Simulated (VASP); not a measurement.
Here is a VASP 6.6.1 calculation.

File POSCAR:

```
In2Sb
1.0
    0.0000000000      3.6926253593      3.6926253593
    3.6926253593      0.0000000000      3.6926253593
    3.6926253593      3.6926253593      0.0000000000
In Sb
2 1
Direct
    0.2500000000      0.2500000000      0.2500000000
    0.7500000000      0.7500000000      0.7500000000
    0.0000000000      0.0000000000      0.0000000000
```

Contents of INCAR.step1:

```
SYSTEM = In2Sb
PREC = Accurate ; ENCUT = 600
ISMEAR = 0 ; SIGMA = 0.1
LREAL = .FALSE. ; LASPH = .TRUE.
NELM = 80 ; GGA = PE
ALGO = Normal ; EDIFF = 1E-4
LWAVE = .TRUE. ; LCHARG = .FALSE.
```

File INCAR.step2:

```
SYSTEM = In2Sb
PREC = Accurate ; ENCUT = 600
EDIFF = 1E-6 ; ISMEAR = 0
SIGMA = 0.1 ; LREAL = .FALSE.
LASPH = .TRUE. ; NELM = 80
ALGO = Normal ; ISIF = 3
LWAVE = .FALSE. ; LCHARG = .FALSE.
METAGGA = R2SCAN ; LMIXTAU = .TRUE.
IBRION = 2 ; NSW = 100
EDIFFG = -0.01 ; ISTART = 1
```

File KPOINTS:

```
Automatic mesh
0
G
  12 12 12
  0 0 0
```

Potentials or basis: VASP PAW PBE potentials, release 64 (In_d, Sb).

Launch:

```sh
$ cat potpaw_PBE.64/In_d/POTCAR potpaw_PBE.64/Sb/POTCAR > POTCAR
$ cp INCAR.step1 INCAR
$ mpirun -np 1 vasp_std > vasp.out
$ cp INCAR.step2 INCAR
$ mpirun -np 1 vasp_std > vasp.out
```

Question: Predict the relaxed volume.

Answer: 32.89 Å³/atom.

Question: Predict the relaxed cell.

Answer: a = 5.187 Å, b = 5.187 Å, c = 5.187 Å, α = 60.00°, β = 60.00°, γ = 60.00°.

Question: Estimate the band gap on the k mesh.

Answer: Zero (an odd number of electrons rules out a gap without spin polarisation).

Final structure:
```xyz
3
Lattice="0.0000 3.6675 3.6675 3.6675 0.0000 3.6675 3.6675 3.6675 0.0000" Properties=species:S:1:pos:R:3 pbc="T T T"
In    1.8338    1.8338    1.8338
In    5.5013    5.5013    5.5013
Sb    3.6675    3.6675    7.3350
```

Caveat: the PAW data sets were made with another functional, which shifts forces and pressure a little; spin-orbit coupling is left out, which moves the levels of the heavy elements.
